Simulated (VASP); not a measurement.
# Ti: single point with r2SCAN

The system is Ti.

```
Ti
1.0
     2.95000    0.00000    0.00000
    -1.47500    2.55477    0.00000
     0.00000    0.00000    4.68600
Ti
2
Direct
  0.33333 0.66667 0.25000
  0.66667 0.33333 0.75000
```

| Quantity | Value |
| --- | --- |
| Program | VASP 6.6.1 |
| Task | single point |
| Functional | r2SCAN |
| Potentials or basis | VASP PAW PBE potentials, release 64 (Ti_sv) |
| Cutoff | 520 eV |
| k mesh | 24 × 24 × 12 |
| Occupations | fermi-dirac, width 0.02 eV |
| Spin | no spin polarisation |
| Dipole correction | no |
| Further INCAR settings | ALGO = Normal; EDIFF = 1e-06; NBANDS = 19 |

| Item | Value |
| --- | --- |
| Pressure | -2.0 GPa |
| Band gap on the k mesh | zero (bands 12 and 13 overlap by 1.27 eV) |

Stress tensor (GPa, compression positive):
```
-1.77  0.00  0.00
 0.00 -1.77  0.00
 0.00  0.00 -2.31
```

Levels at points of the mesh, in eV from the Fermi level:
| k point | band 8 | band 9 | band 10 | band 11 | band 12 | band 13 | band 14 | band 15 | band 16 | band 17 |
| --- | --- | --- | --- | --- | --- | --- | --- | --- | --- | --- |
| (0.00, 0.00, 0.00) | -34.09 | -6.59 | -2.84 | 0.47 | 0.85 | 0.85 | 0.92 | 1.36 | 1.36 | 1.80 |
| (0.50, 0.00, 0.00) | -34.16 | -2.51 | -2.24 | -1.91 | -0.86 | 0.61 | 0.65 | 1.21 | 3.47 | 3.69 |
| (0.00, 0.00, 0.50) | -34.14 | -4.69 | -4.69 | 0.04 | 0.04 | 0.77 | 0.77 | 0.77 | 0.77 | 2.95 |
| (0.50, 0.00, 0.50) | -34.25 | -2.65 | -2.65 | -0.87 | -0.87 | 1.19 | 1.19 | 1.87 | 1.87 | 3.60 |

It took 20 min on 1 thread of Intel Xeon 8259CL (shared host), peak memory 0.35 GiB.

Caveat: the PAW data sets were made with another functional, which shifts forces and pressure a little.
